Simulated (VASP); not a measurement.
Input of a VASP 6.6.1 run:

Contents of INCAR:

```
SYSTEM = Ga2SnSe4
PREC     = Accurate       ! precision mode
ENCUT    = 520            ! plane-wave cutoff, eV
EDIFF    = 1E-6           ! SCF threshold, eV
ISMEAR   = 0              ! smearing method
SIGMA    = 0.15           ! smearing width, eV
LREAL    = .FALSE.        ! projectors in reciprocal space
LASPH    = .TRUE.         ! aspherical terms in the spheres
NELM     = 80             ! most SCF steps
ALGO     = Normal         ! electronic algorithm
ISIF     = 2              ! what is computed and relaxed
LWAVE    = .FALSE.        ! write WAVECAR
LCHARG   = .FALSE.        ! write CHGCAR
GGA      = PE             ! functional
NBANDS   = 41             ! bands
```

Contents of KPOINTS:

```
Automatic mesh
0
G
  3 3 3
  0 0 0
```

Contents of POSCAR:

```
Ga2SnSe4
1.0
   -3.8469181401      3.8469181401      3.1454948867
    3.8469181401     -3.8469181401      3.1454948867
    3.8469181401      3.8469181401     -3.1454948867
Ga Sn Se
2 1 4
Direct
    0.0000000000      0.5000000000      0.5000000000
    0.5000000000      0.0000000000      0.5000000000
    0.0000000000      0.0000000000      0.0000000000
    0.0770383733      0.9229616267      0.5000000000
    0.4229616267      0.5770383733      0.5000000000
    0.9229616267      0.4229616267      0.8459232534
    0.5770383733      0.0770383733      0.1540767466
```

Potentials or basis: VASP PAW PBE potentials, release 64 (Ga_d, Sn_d, Se).

The run is started by

```sh
$ cat potpaw_PBE.64/Ga_d/POTCAR potpaw_PBE.64/Sn_d/POTCAR potpaw_PBE.64/Se/POTCAR > POTCAR
$ mpirun -np 1 vasp_std > vasp.out
```

Problem. What does it give for the band gap on the k mesh?

Solution. 1.38 eV (least direct gap 1.45 eV).

Problem. Predict the pressure.

Solution. -0.1 GPa.

Problem. Estimate the largest force.

Solution. 0.018 eV/Å.

Stress tensor (GPa, compression positive):
```
-0.19  0.00  0.00
 0.00 -0.19  0.00
 0.00  0.00  0.00
```

Caveat: the k points lie up to 0.43 Å⁻¹ apart; the cell differs from its parent crystal (atoms taken out); spin-orbit coupling is left out, which moves the levels of the heavy elements; an odd mesh through Γ misses points on the zone boundary, where band edges can lie.
